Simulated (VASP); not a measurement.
# Sb (R-3m) in VASP: single point with PBEsol

Aim: the single point of Sb with PBEsol.

All numbers are computed with VASP 6.6.1; they aren't measurements. Logs are shortened: lines on timing, memory, paths and dates and some standing lists are left out, and cuts for length are marked.

### Step 1. The cell of the first run

The structure is trigonal, space group R-3m (No. 166). Conventional cell: a = 4.308 Å, b = 4.308 Å, c = 11.274 Å, α = 90.00°, β = 90.00°, γ = 120.00°. Sb (site symmetry 3m) has 6 Sb at 2.91 to 3.35 Å within 3.8 Å.

### Step 2. Single point, PBEsol

INCAR reads:

```
PREC = Accurate
ENCUT = 520
EDIFF = 1E-6
ISMEAR = 0
SIGMA = 0.05
LREAL = False
LASPH = True
NELM = 80
ALGO = Normal
ISIF = 2
LWAVE = False
LCHARG = False
GGA = PS
NBANDS = 12
```

KPOINTS reads:

```
Automatic mesh
0
Gamma
  6 6 6
```

POSCAR reads:

```
Sb
1.0
    2.1542000000      1.2437280000      3.7580000000
   -2.1542000000      1.2437280000      3.7580000000
    0.0000000000     -2.4874560000      3.7580000000
Sb
2
Direct
    0.2334900000      0.2334900000      0.2334900000
    0.7665100000      0.7665100000      0.7665100000
```

Potentials or basis: VASP PAW PBE potentials, release 64 (Sb).

Run with:

```
$ cat potpaw_PBE.64/Sb/POTCAR > POTCAR
$ mpirun -np 1 vasp_std > vasp.out
```

OUTCAR:

```text
PREC = Accurate
   ENCUT = 520
   EDIFF = 1E-6
   ISMEAR = 0
   LREAL = False
   LASPH = True
   NELM = 80
   ISIF = 2
   GGA = PS

 ion  position               nearest neighbor table
   1  0.233  0.233  0.233-   2 2.91   2 2.91   2 2.91   2 3.35   2 3.35   2 3.35
   2  0.767  0.767  0.767-   1 2.91   1 2.91   1 2.91   1 3.35   1 3.35   1 3.35

  LATTYP: Found a trigonal (rhomboedric) cell.
 ALAT       =     4.5066618442
 COS(alpha) =     0.5430253418

  Lattice vectors:

 A1 = (   2.1542000000,   1.2437280000,   3.7580000000)
 A2 = (  -2.1542000000,   1.2437280000,   3.7580000000)
 A3 = (   0.0000000000,  -2.4874560000,   3.7580000000)

Analysis of symmetry for initial positions (statically):
=====================================================================
 Subroutine PRICEL returns:
 Original cell was already a primitive cell.

 Routine SETGRP: Setting up the symmetry group for a
 trigonal (rhombohedral) supercell.

 Subroutine GETGRP returns: Found 12 space group operations
 (whereof 12 operations were pure point group operations)
 out of a pool of 12 trial point group operations.

The static configuration has the point symmetry D_3d.

Analysis of symmetry for dynamics (positions and initial velocities):
=====================================================================
 Subroutine PRICEL returns:
 Original cell was already a primitive cell.

 Routine SETGRP: Setting up the symmetry group for a
 trigonal (rhombohedral) supercell.

 Subroutine GETGRP returns: Found 12 space group operations
 (whereof 12 operations were pure point group operations)
 out of a pool of 12 trial point group operations.

The dynamic configuration has the point symmetry D_3d.

 Subroutine INISYM returns: Found 12 space group operations
 (whereof 12 operations are pure point group operations),
 and found     1 'primitive' translations

----------------------------------------------------------------------------------------

                                     Primitive cell

  volume of cell :      60.4115

  direct lattice vectors                    reciprocal lattice vectors
     2.154200000  1.243728000  3.758000000     0.232104726  0.134005720  0.088699663
    -2.154200000  1.243728000  3.758000000    -0.232104726  0.134005720  0.088699663
     0.000000000 -2.487456000  3.758000000     0.000000000 -0.268011441  0.088699663

  length of vectors
     4.506661844  4.506661844  4.506661886     0.282307929  0.282307929  0.282307922

  position of ions in fractional coordinates (direct lattice)
[... 85 lines left out ...]
   ISIF   =      2    stress and relaxation
   ISYM   =      2    0-nonsym 1-usesym 2-fastsym
   POTIM  = 0.5000    time-step for ionic-motion
   TEBEG  =    0.0;   TEEND  =   0.0 temperature during run
   PSTRESS=    0.0 pullay stress
   NELECT =      10.0000    total number of electrons
   NUPDOWN=      -1.0000    fix difference up-down
   EMIN   =  10.00;   EMAX   =-10.00  energy-range for DOS
   EFERMI =   0.00;   METHOD = LEGACY
   ISMEAR =     0;   SIGMA  =   0.05  broadening in eV -4-tet -1-fermi 0-gaus
   EFERMI_NEDOS =   21; number of points for ismear=-14 and -15
   IALGO  =     38    algorithm
   IMIX   =      4    mixing-type and parameters
     AMIX     =   0.40;   BMIX     =  1.00
     AMIX_MAG =   1.60;   BMIX_MAG =  1.00
  volume/ion in A,a.u.               =      30.21       203.84
  Fermi-wavevector in a.u.,A,eV,Ry     =   0.898880  1.698637 10.993305  0.807985
  Thomas-Fermi vector in A             =   2.021644
   LORBIT       =      0    0 simple, 1 ext, 2 COOP (PROOUT), +10 PAW based schemes
   GGA     = PS    functional components
   LHFCALC =     F    Hartree Fock is set to
   AEXX    =    0.0000 exact exchange contribution
   IVDW    =     0    specifies the selected vdW correction
   LEPSILON=     F    determine dielectric tensor
   LRPA    =     F    only Hartree local field effects (RPA)
 non-spin polarized calculation
 Gauss-broadening in eV      SIGMA  =   0.05
  energy-cutoff  :      520.00
  volume of cell :       60.41
 maximum number of plane-waves:      1639
 NGX is ok and might be reduce to    36
   NGX = 17   NGY = 17   NGZ = 17

 number of electron      10.0000000 magnetization

 Free energy of the ion-electron system (eV)
  ---------------------------------------------------
  ext. energy  EPLUGINS =         0.00000000
  ---------------------------------------------------
  free energy    TOTEN  =        -9.12976593 eV

  energy without entropy =       -9.12895569  energy(sigma->0) =       -9.12936081

 E-fermi :   7.1862     XC(G=0):  -9.6651

 val. band max:        6.8945095868   @ k =   0.5000   0.0000   0.0000
 cond. band min:       7.1866228603   @ k =   0.3333   0.1667   0.1667
 fundamental gap:      0.2921132735
 Fermi energy:         7.1861725918

 k-point     1 :       0.0000    0.0000    0.0000
  band No.  band energies     occupation
      1      -5.6000      2.00000
      2       2.3237      2.00000
      3       5.0748      2.00000
      4       5.3480      2.00000
      5       5.3480      2.00000
      6       9.1976      0.00000
      7       9.8299      0.00000
      8       9.8299      0.00000
      9      12.1969      0.00000
     10      12.1969      0.00000
     11      12.3463      0.00000
     12      13.6090      0.00000
[... 331 lines left out ...]
 k-point    24 :      -0.3333    0.5000    0.1667
  band No.  band energies     occupation
      1      -2.9359      2.00000
      2      -1.5638      2.00000
      3       1.8058      2.00000
      4       2.7037      2.00000
      5       5.2958      2.00000
      6       9.0645      0.00000
      7      10.3745      0.00000
      8      12.7845      0.00000
      9      13.0647      0.00000
     10      14.1515      0.00000
     11      16.9213      0.00000
     12      17.7520      0.00000

 [... further k-points ...]
[... 5 lines left out ...]
  --------------------------------------------------------------------------------------
  -------------------------------------------------------------------------------------
  Total        0.1584188      0.1584189      0.0172227      0.0000000     -0.0000000      0.0000000
  in kB        4.2014380      4.2014383      0.4567636      0.0000000     -0.0000000      0.0000000
  external PRESSURE =       2.9532133 kB  Pullay stress =       0.0000000 kB

 VOLUME and BASIS-vectors are now :
 -----------------------------------------------------------------------------
  energy-cutoff  :      520.00
  volume of cell :       60.41
      direct lattice vectors                 reciprocal lattice vectors
     2.154200000  1.243728000  3.758000000     0.232104726  0.134005720  0.088699663
    -2.154200000  1.243728000  3.758000000    -0.232104726  0.134005720  0.088699663
     0.000000000 -2.487456000  3.758000000     0.000000000 -0.268011441  0.088699663

 POSITION                                       TOTAL-FORCE (eV/Angst)
 -----------------------------------------------------------------------------------
      0.00000      0.00000      2.63237         0.000000     -0.000000      0.060537
      0.00000      0.00000      8.64163         0.000000      0.000000     -0.060537
 -----------------------------------------------------------------------------------
    total drift:                                0.000000     -0.000000     -0.000000

  FREE ENERGIE OF THE ION-ELECTRON SYSTEM (eV)
  ---------------------------------------------------
  free  energy   TOTEN  =        -9.1297659273 eV

  energy  without entropy=       -9.1289556932  energy(sigma->0) =       -9.12936081
```

OSZICAR:

```text
N       E                     dE             d eps       ncg     rms          rms(c)
DAV:   1     0.335650004846E+02    0.33565E+02   -0.35196E+03   768   0.652E+02
DAV:   2    -0.714842246138E+01   -0.40713E+02   -0.39307E+02  1000   0.106E+02
DAV:   3    -0.912945337855E+01   -0.19810E+01   -0.19701E+01   944   0.260E+01
DAV:   4    -0.914596444795E+01   -0.16511E-01   -0.16509E-01   908   0.286E+00
DAV:   5    -0.914616764151E+01   -0.20319E-03   -0.20319E-03   920   0.348E-01    0.289E+00
DAV:   6    -0.913601598236E+01    0.10152E-01   -0.21559E-03   900   0.269E-01    0.173E+00
DAV:   7    -0.912971289148E+01    0.63031E-02   -0.55655E-03   896   0.423E-01    0.526E-02
DAV:   8    -0.912976068271E+01   -0.47791E-04   -0.15007E-04   896   0.801E-02    0.121E-02
DAV:   9    -0.912976639016E+01   -0.57075E-05   -0.71314E-06   936   0.171E-02    0.434E-03
DAV:  10    -0.912976592727E+01    0.46290E-06   -0.34302E-07   580   0.357E-03
   1 F= -.91297659E+01 E0= -.91293608E+01  d E =-.810234E-03
```

stdout:

```text
POSCAR found type information on POSCAR Sb
 POSCAR found :  1 types and       2 ions
 scaLAPACK will be used
 -----------------------------------------------------------------------------
|                                                                             |
|                                                                             |
|     You enforced a specific xc type in the INCAR file but a different       |
|     I HOPE YOU KNOW WHAT YOU ARE DOING!                                     |
|                                                                             |
 -----------------------------------------------------------------------------

 LDA part: xc-table for (Slater+PW92), standard interpolation
 POSCAR, INCAR and KPOINTS ok, starting setup
 FFT: planning ... GRIDC
 FFT: planning ... GRID_SOFT
 FFT: planning ... GRID
 WAVECAR not read
 entering main loop
```

Wall time 13 s (1 thread of AMD EPYC 9R45 (Zen 5), shared host); peak memory 0.17 GiB.

Results:

* Free energy: -9.1298 eV
* Pressure: 0.3 GPa
* Largest force: 0.061 eV/Å
* Band gap on the k mesh: zero (band 5 reaches 7.19 eV, above the bottom of band 6 at 6.89 eV)

Forces in eV/Å, atoms in the order of the input:
```
Sb   0.000  0.000  0.061
Sb   0.000  0.000 -0.061
```

Stress tensor (GPa, compression positive):
```
0.42 0.00 0.00
0.00 0.42 0.00
0.00 0.00 0.05
```

Caveat: the PAW data sets were made with another functional, which shifts forces and pressure a little; spin-orbit coupling is left out, which moves the levels of the heavy elements.
